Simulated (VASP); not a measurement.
# NaHfIr2 (I4/mmm) in VASP: a series of runs

The runs below take NaHfIr2 through single point, relaxation of cell and atoms, with PBE.

All numbers are computed with VASP 6.6.1; they aren't measurements. Logs are shortened: lines on timing, memory, paths and dates and some standing lists are left out, and cuts for length are marked.

## Step 1: The cell of the first run

Symmetry: I4/mmm, No. 139, tetragonal system. Conventional cell: a = 4.639 Å, b = 4.639 Å, c = 4.757 Å, α = 90.00°, β = 90.00°, γ = 90.00°. Na (site symmetry 4/mmm) has 4 Ir at 2.32 Å and 2 Hf at 2.38 Å within 3.1 Å. Hf (site symmetry 4/mmm) has 4 Ir at 2.32 Å and 2 Na at 2.38 Å within 3.1 Å. Ir (site symmetry mmm) has 2 Na at 2.32 Å and 2 Hf at 2.32 Å and 2 Ir at 2.38 Å within 3.1 Å.

## Step 2: Single point, PBE

Contents of INCAR:

```
PREC     = Accurate       # precision mode
ENCUT    = 520            # plane-wave cutoff, eV
EDIFF    = 1E-7           # SCF threshold, eV
ISMEAR   = 0              # smearing method
SIGMA    = 0.1            # smearing width, eV
LREAL    = False          # projectors in reciprocal space
LASPH    = True           # aspherical terms in the spheres
NELM     = 60             # most SCF steps
ALGO     = Normal         # electronic algorithm
ISIF     = 2              # what is computed and relaxed
LWAVE    = False          # write WAVECAR
LCHARG   = False          # write CHGCAR
GGA      = PE             # functional
NBANDS   = 26             # bands
```

Contents of KPOINTS:

```
Automatic mesh
0
Gamma
  6 6 6
```

Contents of POSCAR:

```
NaHfIr2
1.0
   -2.3194838500      2.3194838500      2.3784895600
    2.3194838500     -2.3194838500      2.3784895600
    2.3194838500      2.3194838500     -2.3784895600
Na Hf Ir
1 1 2
Direct
    0.5000000000      0.5000000000      0.0000000000
    0.0000000000      0.0000000000      0.0000000000
    0.5000000000      0.0000000000      0.5000000000
    0.0000000000      0.5000000000      0.5000000000
```

Potentials or basis: VASP PAW PBE potentials, release 64 (Na_pv, Hf_pv, Ir).

Run with:

```console
> cat potpaw_PBE.64/Na_pv/POTCAR potpaw_PBE.64/Hf_pv/POTCAR potpaw_PBE.64/Ir/POTCAR > POTCAR
> mpirun -np 1 vasp_std > vasp.out
```

OUTCAR:

```text
PREC = Accurate
   ENCUT = 520
   EDIFF = 1E-7
   ISMEAR = 0
   LREAL = False
   LASPH = True
   NELM = 60
   ISIF = 2
   GGA = PE

 ion  position               nearest neighbor table
   1  0.500  0.500  0.000-   3 2.32   4 2.32   3 2.32   4 2.32   2 2.38   2 2.38   2 3.28   2 3.28
                             2 3.28   2 3.28
   2  0.000  0.000  0.000-   3 2.32   4 2.32   4 2.32   3 2.32   1 2.38   1 2.38   1 3.28   1 3.28
                             1 3.28   1 3.28   3 3.32   3 3.32   3 3.32   4 3.32   4 3.32   4 3.32
   3  0.500  0.000  0.500-   1 2.32   2 2.32   1 2.32   2 2.32   4 2.38   4 2.38   4 3.28   4 3.28
                             4 3.28   4 3.28   2 3.32   2 3.32   2 3.32   2 3.32
   4  0.000  0.500  0.500-   1 2.32   2 2.32   2 2.32   1 2.32   3 2.38   3 2.38   3 3.28   3 3.28
                             3 3.28   3 3.28   2 3.32   2 3.32   2 3.32   2 3.32

  LATTYP: Found a body centered tetragonal cell.
 ALAT       =     4.6389677000
 C/A-ratio  =     1.0254391554

  Lattice vectors:

 A1 = (  -2.3194838500,   2.3194838500,   2.3784895600)
 A2 = (   2.3194838500,  -2.3194838500,   2.3784895600)
 A3 = (   2.3194838500,   2.3194838500,  -2.3784895600)

Analysis of symmetry for initial positions (statically):
=====================================================================
 Subroutine PRICEL returns:
 Original cell was already a primitive cell.

 Routine SETGRP: Setting up the symmetry group for a
 body centered tetragonal supercell.

 Subroutine GETGRP returns: Found 16 space group operations
 (whereof 16 operations were pure point group operations)
 out of a pool of 16 trial point group operations.

The static configuration has the point symmetry D_4h.

Analysis of symmetry for dynamics (positions and initial velocities):
=====================================================================
 Subroutine PRICEL returns:
 Original cell was already a primitive cell.

 Routine SETGRP: Setting up the symmetry group for a
 body centered tetragonal supercell.

 Subroutine GETGRP returns: Found 16 space group operations
 (whereof 16 operations were pure point group operations)
 out of a pool of 16 trial point group operations.

The dynamic configuration has the point symmetry D_4h.

 Subroutine INISYM returns: Found 16 space group operations
 (whereof 16 operations are pure point group operations),
 and found     1 'primitive' translations

----------------------------------------------------------------------------------------

                                     Primitive cell

  volume of cell :      51.1851

  direct lattice vectors                    reciprocal lattice vectors
    -2.319483850  2.319483850  2.378489560     0.000000000  0.215565200  0.210217446
     2.319483850 -2.319483850  2.378489560     0.215565200  0.000000000  0.210217446
     2.319483850  2.319483850 -2.378489560     0.215565200  0.215565200  0.000000000

  length of vectors
     4.051817277  4.051817277  4.051817277     0.301097542  0.301097542  0.304855229

  position of ions in fractional coordinates (direct lattice)
     0.500000000  0.500000000  0.000000000
     0.000000000  0.000000000  0.000000000
     0.500000000  0.000000000  0.500000000
     0.000000000  0.500000000  0.500000000

  ion indices of the primitive-cell ions
   primitive index   ion index
                 1           1
                 2           2
                 3           3
                 4           4

----------------------------------------------------------------------------------------

 KPOINTS: Automatic mesh

Automatic generation of k-mesh.
 Grid dimensions read from file:
 generate k-points for:    6    6    6

 Generating k-lattice:

  Cartesian coordinates                     Fractional coordinates (reciprocal lattice)
     0.000000000  0.035927533  0.035036241     0.166666667  0.000000000  0.000000000
     0.035927533  0.000000000  0.035036241     0.000000000  0.166666667  0.000000000
     0.035927533  0.035927533  0.000000000     0.000000000  0.000000000  0.166666667

  Length of vectors
     0.050182924  0.050182924  0.050809205

  Shift w.r.t. Gamma in fractional coordinates (k-lattice)
     0.000000000  0.000000000  0.000000000

 Subroutine IBZKPT returns following result:
 ===========================================

 Found     30 irreducible k-points:

 Following reciprocal coordinates:
            Coordinates               Weight
  0.000000  0.000000  0.000000      1.000000
  0.166667  0.000000 -0.000000      8.000000
  0.333333  0.000000  0.000000      8.000000
  0.500000 -0.000000  0.000000      4.000000
  0.166667  0.166667 -0.000000      8.000000
  0.333333  0.166667  0.000000     16.000000
[... 16 lines left out ...]
 -0.333333 -0.333333  0.166667      8.000000
 -0.166667 -0.333333  0.166667      8.000000
 [... further k-points ...]
   k-points           NKPTS =     30   k-points in BZ     NKDIM =     30   number of bands    NBANDS=     26
   number of dos      NEDOS =    301   number of ions     NIONS =      4
   total plane-waves  NPLWV =  27000
   dimension x,y,z NGX =    30 NGY =   30 NGZ =   30
   dimension x,y,z NGXF=    60 NGYF=   60 NGZF=   60
   ions per type =               1   1   2
   NGX,Y,Z   is equivalent  to a cutoff of  12.31, 12.31, 12.31 a.u.
   NGXF,Y,Z  is equivalent  to a cutoff of  24.62, 24.62, 24.62 a.u.
 SYSTEM =  unknown system
   PREC   = accura    normal or accurate (medium, high low for compatibility)
   ISTART =      0    job   : 0-new  1-cont  2-samecut
   ICHARG =      2    charge: 1-file 2-atom 10-const
   ISPIN  =      1    spin polarized calculation?
   LNONCOLLINEAR =      F non collinear calculations
   LSORBIT =      F    spin-orbit coupling
   LASPH  =      T    aspherical Exc in radial PAW
   ENCUT  =  520.0 eV  38.22 Ry    6.18 a.u.   7.53  7.53  7.53*2*pi/ulx,y,z
   NELM   =     60;   NELMIN=  2; NELMDL= -5     # of ELM steps
   EDIFF  = 0.1E-06   stopping-criterion for ELM
   LREAL  =      F    real-space projection
   EDIFFG = 0.1E-05   stopping-criterion for IOM
   NSW    =      0    number of steps for IOM
   IBRION =     -1    ionic relax: 0-MD 1-quasi-New 2-CG
   NFREE  =      0    steps in history (QN), initial steepest desc. (CG)
   ISIF   =      2    stress and relaxation
   ISYM   =      2    0-nonsym 1-usesym 2-fastsym
[... 4 lines left out ...]
   NUPDOWN=      -1.0000    fix difference up-down
   EMIN   =  10.00;   EMAX   =-10.00  energy-range for DOS
   EFERMI =   0.00;   METHOD = LEGACY
   ISMEAR =     0;   SIGMA  =   0.10  broadening in eV -4-tet -1-fermi 0-gaus
   EFERMI_NEDOS =   21; number of points for ismear=-14 and -15
   IALGO  =     38    algorithm
   IMIX   =      4    mixing-type and parameters
     AMIX     =   0.40;   BMIX     =  1.00
     AMIX_MAG =   1.60;   BMIX_MAG =  1.00
  volume/ion in A,a.u.               =      12.80        86.35
  Fermi-wavevector in a.u.,A,eV,Ry     =   1.442280  2.725514 28.302446  2.080171
  Thomas-Fermi vector in A             =   2.560818
   LORBIT       =      0    0 simple, 1 ext, 2 COOP (PROOUT), +10 PAW based schemes
   GGA     = PE    functional components
   LHFCALC =     F    Hartree Fock is set to
   AEXX    =    0.0000 exact exchange contribution
   IVDW    =     0    specifies the selected vdW correction
   LEPSILON=     F    determine dielectric tensor
   LRPA    =     F    only Hartree local field effects (RPA)
 non-spin polarized calculation
 Gauss-broadening in eV      SIGMA  =   0.10
  energy-cutoff  :      520.00
  volume of cell :       51.19
 maximum number of plane-waves:      1425
   NGX = 15   NGY = 15   NGZ = 15

 number of electron      34.9999993 magnetization

 Free energy of the ion-electron system (eV)
  ---------------------------------------------------
  ext. energy  EPLUGINS =         0.00000000
  ---------------------------------------------------
  free energy    TOTEN  =       -20.33122579 eV

  energy without entropy =      -20.32033543  energy(sigma->0) =      -20.32578061

 E-fermi :   9.3024     XC(G=0): -13.3488

 val. band max:        9.2972793953   @ k =   0.5000   0.5000   0.3333
 cond. band min:       9.3140722248   @ k =  -0.3333   0.3333   0.3333
 fundamental gap:      0.0167928295
 Fermi energy:         9.3024389528

 k-point     1 :       0.0000    0.0000    0.0000
  band No.  band energies     occupation
      1     -21.7716      2.00000
      2     -21.3954      2.00000
      3     -21.3954      2.00000
      4     -15.4205      2.00000
      5     -15.2712      2.00000
      6     -15.2712      2.00000
[... 18 lines left out ...]
     25      17.5220      0.00000
     26      18.0709      0.00000

 k-point     2 :       0.1667    0.0000   -0.0000
  band No.  band energies     occupation
      1     -21.7490      2.00000
      2     -21.4730      2.00000
      3     -21.4020      2.00000
      4     -15.4811      2.00000
      5     -15.2955      2.00000
      6     -15.2750      2.00000
[... 18 lines left out ...]
     25      17.1319      0.00000
     26      17.9081      0.00000

 k-point     3 :       0.3333    0.0000    0.0000
  band No.  band energies     occupation
      1     -21.7056      2.00000
      2     -21.6208      2.00000
      3     -21.4152      2.00000
      4     -15.6026      2.00000
      5     -15.3435      2.00000
      6     -15.2827      2.00000
[... 18 lines left out ...]
     25      17.3347      0.00000
     26      18.9482      0.00000

 k-point     4 :       0.5000   -0.0000    0.0000
  band No.  band energies     occupation
      1     -21.7138      2.00000
      2     -21.6619      2.00000
      3     -21.4217      2.00000
      4     -15.6636      2.00000
      5     -15.3673      2.00000
      6     -15.2865      2.00000
[... 18 lines left out ...]
     25      17.0724      0.00000
     26      19.8827      0.00000

 k-point     5 :       0.1667    0.1667   -0.0000
  band No.  band energies     occupation
      1     -21.6973      2.00000
      2     -21.4841      2.00000
      3     -21.4779      2.00000
      4     -15.6019      2.00000
      5     -15.3026      2.00000
      6     -15.3000      2.00000
[... 18 lines left out ...]
     25      17.2481      0.00000
     26      18.1902      0.00000

 k-point     6 :       0.3333    0.1667    0.0000
  band No.  band energies     occupation
      1     -21.6833      2.00000
      2     -21.6250      2.00000
      3     -21.4924      2.00000
      4     -15.6635      2.00000
      5     -15.3467      2.00000
      6     -15.3062      2.00000
[... 427 lines left out ...]
 k-point    21 :      -0.3333    0.5000    0.1667
  band No.  band energies     occupation
      1     -21.7819      2.00000
      2     -21.6405      2.00000
      3     -21.5005      2.00000
      4     -15.4827      2.00000
      5     -15.3414      2.00000
      6     -15.3010      2.00000
[... 18 lines left out ...]
     25      18.6582      0.00000
     26      19.2911      0.00000

 k-point    22 :      -0.1667    0.5000    0.1667
  band No.  band energies     occupation
      1     -21.7166      2.00000
      2     -21.6302      2.00000
      3     -21.4247      2.00000
      4     -15.6017      2.00000
      5     -15.3445      2.00000
      6     -15.2837      2.00000
[... 18 lines left out ...]
     25      18.1071      0.00000
     26      19.7147      0.00000

 k-point    23 :      -0.3333   -0.3333    0.1667
  band No.  band energies     occupation
      1     -21.7141      2.00000
      2     -21.4992      2.00000
      3     -21.4912      2.00000
      4     -15.6006      2.00000
      5     -15.3031      2.00000
      6     -15.3025      2.00000
[... 18 lines left out ...]
     25      18.8261      0.00000
     26      20.5042      0.00000

 k-point    24 :      -0.1667   -0.3333    0.1667
  band No.  band energies     occupation
      1     -21.6713      2.00000
      2     -21.4848      2.00000
      3     -21.4149      2.00000
      4     -15.6607      2.00000
      5     -15.3030      2.00000
      6     -15.2826      2.00000
[... 18 lines left out ...]
     25      18.9672      0.00000
     26      20.0051      0.00000

 [... further k-points ...]
[... 5 lines left out ...]
  --------------------------------------------------------------------------------------
  -------------------------------------------------------------------------------------
  Total       39.0074745     39.0074745     31.3599179      0.0000000      0.0000000      0.0000000
  in kB     1220.9966395   1220.9966395    981.6158283      0.0000000      0.0000000      0.0000000
  external PRESSURE =    1141.2030358 kB  Pullay stress =       0.0000000 kB

 VOLUME and BASIS-vectors are now :
 -----------------------------------------------------------------------------
  energy-cutoff  :      520.00
  volume of cell :       51.19
      direct lattice vectors                 reciprocal lattice vectors
    -2.319483850  2.319483850  2.378489560     0.000000000  0.215565200  0.210217446
     2.319483850 -2.319483850  2.378489560     0.215565200  0.000000000  0.210217446
     2.319483850  2.319483850 -2.378489560     0.215565200  0.215565200  0.000000000

 POSITION                                       TOTAL-FORCE (eV/Angst)
 -----------------------------------------------------------------------------------
      0.00000      0.00000      2.37849         0.000000      0.000000     -0.000000
      0.00000      0.00000      0.00000        -0.000000     -0.000000      0.000000
      0.00000      2.31948      0.00000        -0.000000     -0.000000      0.000000
      2.31948      0.00000      0.00000        -0.000000     -0.000000      0.000000
 -----------------------------------------------------------------------------------
    total drift:                                0.000000     -0.000000      0.000000

  FREE ENERGIE OF THE ION-ELECTRON SYSTEM (eV)
  ---------------------------------------------------
  free  energy   TOTEN  =       -20.3312257916 eV

  energy  without entropy=      -20.3203354276  energy(sigma->0) =      -20.32578061
```

Wall time 20 s (1 thread of AMD EPYC 9R45 (Zen 5), shared host); peak memory 0.16 GiB.

What came out:

- Free energy: -20.3312 eV
- Pressure: 114.1 GPa

Caveat: spin-orbit coupling is left out, which moves the levels of the heavy elements.

## Step 3: Single point, PBE

This run uses another cell than the first one, of 18.80 Å³/atom, 1.469 times its volume.

Contents of INCAR:

```
SYSTEM = NaHfIr2
PREC = Accurate
ENCUT = 520
EDIFF = 1E-6
ISMEAR = 0
SIGMA = 0.1
LREAL = .False.
LASPH = .True.
NELM = 60
ALGO = Normal
ISIF = 2
LWAVE = .False.
LCHARG = .False.
GGA = PE
NBANDS = 26
```

Contents of KPOINTS:

```
Automatic mesh
0
Gamma
  6 6 6
  0 0 0
```

Contents of POSCAR:

```
NaHfIr2
1.0
   -2.6579800674      2.6579800674      2.6603789421
    2.6579800674     -2.6579800674      2.6603789421
    2.6579800674      2.6579800674     -2.6603789421
Na Hf Ir
1 1 2
Direct
    0.5000000000      0.5000000000      0.0000000000
    0.0000000000      0.0000000000      0.0000000000
    0.5000000000      0.0000000000      0.5000000000
    0.0000000000      0.5000000000      0.5000000000
```

Potentials or basis: VASP PAW PBE potentials, release 64 (Na_pv, Hf_pv, Ir).

Run with:

```console
> cat potpaw_PBE.64/Na_pv/POTCAR potpaw_PBE.64/Hf_pv/POTCAR potpaw_PBE.64/Ir/POTCAR > POTCAR
> mpirun -np 1 vasp_std > vasp.out
```

Run time: 32 s. Hardware: 1 thread of AMD EPYC 9R45 (Zen 5), shared host; peak memory 0.21 GiB.

It converged, with:

```yaml
Free_energy: -26.3332 eV
Pressure: -0.5 GPa
```

Stress tensor (GPa, compression positive):
```
-0.61  0.00  0.00
 0.00 -0.61  0.00
 0.00  0.00 -0.15
```

Levels at points of the mesh, in eV from the Fermi level:
```tsv
k point	band 15	band 16	band 17	band 18	band 19	band 20	band 21	band 22
(0.00, 0.00, 0.00)	-0.24	0.32	0.32	1.66	2.92	2.92	4.20	4.29
(0.50, 0.00, 0.00)	-1.78	-1.53	-1.42	-1.37	0.98	1.29	2.35	2.61
(0.50, 0.50, 0.00)	-0.93	-0.70	-0.10	0.23	0.32	0.44	0.79	1.42
(0.50, 0.50, 0.50)	-0.55	-0.05	0.02	0.02	0.14	0.14	1.27	2.99
```

Caveat: spin-orbit coupling is left out, which moves the levels of the heavy elements.

## Step 4: Relaxation of cell and atoms, PBE

Contents of INCAR:

```
ALGO = Normal ; EDIFF = 1E-6
EDIFFG = -0.04 ; ENCUT = 600
GGA = PE ; IBRION = 2
ISIF = 3 ; ISMEAR = 0
LASPH = True ; LCHARG = False
LREAL = False ; LWAVE = False
NELM = 100 ; NSW = 90
PREC = Accurate ; SIGMA = 0.1
```

Contents of KPOINTS:

```
k-points
0
Gamma
  6 6 6
```

Contents of POSCAR:

```
NaHfIr2
1.0
   -2.3194838500      2.3194838500      2.3784895600
    2.3194838500     -2.3194838500      2.3784895600
    2.3194838500      2.3194838500     -2.3784895600
Na Hf Ir
1 1 2
Direct
    0.5000000000      0.5000000000      0.0000000000
    0.0000000000      0.0000000000      0.0000000000
    0.5000000000      0.0000000000      0.5000000000
    0.0000000000      0.5000000000      0.5000000000
```

Run with:

```console
> cat potpaw_PBE.64/Na_pv/POTCAR potpaw_PBE.64/Hf_pv/POTCAR potpaw_PBE.64/Ir/POTCAR > POTCAR
> mpirun -np 1 vasp_std > vasp.out
```

Wall time 2.1 min (1 thread of AMD EPYC 9R45 (Zen 5), shared host); peak memory 0.19 GiB.

The run converged. Its results:

```
Free energy                            : -26.3264 eV
Relaxed volume                         : 18.71 Å³/atom
Relaxed cell                           : a = 4.598 Å, b = 4.598 Å, c = 4.598 Å, α = 109.52°, β = 109.52°, γ = 109.37°
Space group after relaxing (to 0.05 Å) : I4/mmm (No. 139)
Energy gained by relaxing              : 1498.6 meV/atom
Ionic steps                            : 8
Pressure after relaxing                : 0.1 GPa
```

Stress tensor (GPa, compression positive):
```
0.00 0.00 0.00
0.00 0.00 0.00
0.00 0.00 0.21
```

The path:
```
step  energy change (eV)  largest force (eV/Å)  pressure (GPa)  volume (Å³)
   1              0.0000                0.0000          114.15        51.19
   2              1.8105                0.0000          -15.39       152.57
   3             -5.8250                0.0000           -8.12        80.97
   4             -5.9590                0.0000           -4.02        77.53
   5             -5.9940                0.0000            0.38        74.64
   6             -5.9937                0.0000           -0.51        75.17
   7             -5.9941                0.0000            0.45        74.61
   8             -5.9944                0.0000            0.07        74.83
```

Final structure:
```
Na Hf Ir
1.0
    -2.65303    2.65303    2.65799
     2.65303   -2.65303    2.65799
     2.65303    2.65303   -2.65799
Na Hf Ir
1 1 2
Direct
  0.50000 0.50000 0.00000
  0.00000 0.00000 0.00000
  0.50000 0.00000 0.50000
  0.00000 0.50000 0.50000
```

Levels at points of the mesh, in eV from the Fermi level:
```csv
k point,band 15,band 16,band 17,band 18,band 19,band 20,band 21
"(0.00, 0.00, 0.00)",-0.24,0.32,0.32,1.67,2.94,2.94,4.23
"(0.50, 0.00, 0.00)",-1.78,-1.54,-1.43,-1.38,0.99,1.30,2.36
"(0.50, 0.50, 0.00)",-0.95,-0.70,-0.09,0.23,0.33,0.44,0.80
"(0.50, 0.50, 0.50)",-0.55,-0.06,0.01,0.01,0.14,0.14,1.28
```

Caveat: the volume moved by over 15 % at a fixed basis, so the end points are rough; spin-orbit coupling is left out, which moves the levels of the heavy elements.

## Step 5: The runs side by side

```csv
task,cell,cutoff (eV),gap on the mesh (eV),pressure (GPa)
single point,"a = 4.052 Å, angles 110.2, 110.2, 108.1°, 4 atoms",520,none,114.1
single point,"a = 4.605 Å, angles 109.5, 109.5, 109.4°, 4 atoms",520,none,-0.5
relaxation of cell and atoms,"relaxed from a = 4.052 Å, angles 110.2, 110.2, 108.1°, 4 atoms",600,none,0.1
```

Alike in all rows: level PBE; potentials or basis VASP PAW PBE potentials, release 64 (Na_pv, Hf_pv, Ir); no spin polarisation; k mesh 6 × 6 × 6; smearing gaussian 0.1 eV.

Caveats: spin-orbit coupling is left out, which moves the levels of the heavy elements; the volume moved by over 15 % at a fixed basis, so the end points are rough (some runs).

Absolute energies hang on the potentials; compare differences alone.
